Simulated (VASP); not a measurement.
Wanted: the native input for a VASP 6.6.1 run.

```
Task                   : single point
Functional             : LDA
Potentials or basis    : VASP PAW LDA potentials, release 64 (Fe, Ni)
Cutoff                 : 520 eV
k mesh                 : 6 × 6 × 6
Occupations            : fermi-dirac, width 0.15 eV
Spin                   : collinear spin, ferromagnetic start
Starting moments       : [3.5, 3.5, 1.5, 1.5, 1.5, 1.5] μB
Dipole correction      : no
Further INCAR settings : ALGO = Normal; EDIFF = 1e-06; NBANDS = 41
```

The structure of FeNi2 lies in POSCAR:

```
FeNi2
1.0
    0.0000000000      3.2750800000      3.2750800000
    3.2750800000      0.0000000000      3.2750800000
    3.2750800000      3.2750800000      0.0000000000
Fe Ni
2 4
Direct
    0.7500000000      0.7500000000      0.7500000000
    0.5000000000      0.5000000000      0.5000000000
    0.1250000000      0.1250000000      0.6250000000
    0.1250000000      0.6250000000      0.1250000000
    0.6250000000      0.1250000000      0.1250000000
    0.1250000000      0.1250000000      0.1250000000
```

One way to write it, as run:

INCAR

```
SYSTEM = FeNi2
PREC = Accurate
ENCUT = 520
EDIFF = 1E-6
ISMEAR = -1
SIGMA = 0.15
LREAL = .False.
LASPH = .True.
NELM = 150
ALGO = Normal
ISIF = 2
LWAVE = .False.
LCHARG = .True.
ISPIN = 2
MAGMOM = 3.5 3.5 1.5 1.5 1.5 1.5
LORBIT = 11
LMAXMIX = 4
LELF = .True.
LVHAR = .True.
NBANDS = 41
```

KPOINTS

```
Automatic mesh
0
Gamma
  6 6 6
  0 0 0
```

Potentials or basis: VASP PAW LDA potentials, release 64 (Fe, Ni).

Command:

```console
$ cat potpaw_LDA.64/Fe/POTCAR potpaw_LDA.64/Ni/POTCAR > POTCAR
$ mpirun -np 1 vasp_std > vasp.out
```

It gave:

- Pressure: -15.6 GPa
- Net moment: 7.56 μB per cell
- Site moments: Fe +2.77; Ni +0.50 μB
- Valence electrons inside the program's atomic spheres: Fe 6.86; Ni 9.45

Caveat: the cell stands under tension.

It took 110 s on 1 thread of Intel(R) Xeon(R) Platinum 8259CL CPU @ 2.50GHz (Skylake/Cascade Lake), with other jobs on the host, peak memory 0.21 GiB.
